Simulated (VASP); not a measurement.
Crystal: HfSiO4.

```
Hf Si O
1.0
    -3.28625    3.28625    2.98160
     3.28625   -3.28625    2.98160
     3.28625    3.28625   -2.98160
Hf Si O
2 2 8
Cartesian
  0.0000 0.0000 0.0000
  0.0000 3.2862 1.4908
  0.0000 0.0000 2.9816
  3.2862 0.0000 1.4908
  2.0736 3.2862 1.0746
  3.2863 -1.2126 2.5654
  1.2126 0.0000 4.0562
  3.2862 1.2126 2.5654
  2.0736 0.0000 0.4162
  0.0000 1.2126 1.9070
  4.4989 0.0000 0.4162
  3.2862 2.0736 -1.0746
```

Base run:

| Property | Result |
| --- | --- |
| Program | VASP 6.6.1 |
| Functional | RPBE |
| Potentials or basis | VASP PAW PBE potentials, release 64 (Hf_pv, Si, O) |
| Cutoff | 520 eV |
| k mesh | 6 × 6 × 6 |
| Occupations | fermi-dirac, width 0.05 eV |
| Spin | no spin polarisation |

Its results: band gap on the k mesh 5.48 eV (least direct gap 5.83 eV); pressure 10.3 GPa; largest force 0.515 eV/Å.

Q: The run is repeated on the same cell with these changes: functional from RPBE to PBE; occupations from fermi-dirac, width 0.05 eV to gaussian, width 0.011 eV. What comes out?

A: Band gap on the k mesh 5.41 eV (least direct gap 5.76 eV); pressure 5.8 GPa; largest force 0.530 eV/Å.

Caveats: the cell stands under pressure; spin-orbit coupling is left out, which moves the levels of the heavy elements; the PAW data sets were made with another functional, which shifts forces and pressure a little (at least some runs).

A k mesh can miss the band edges.
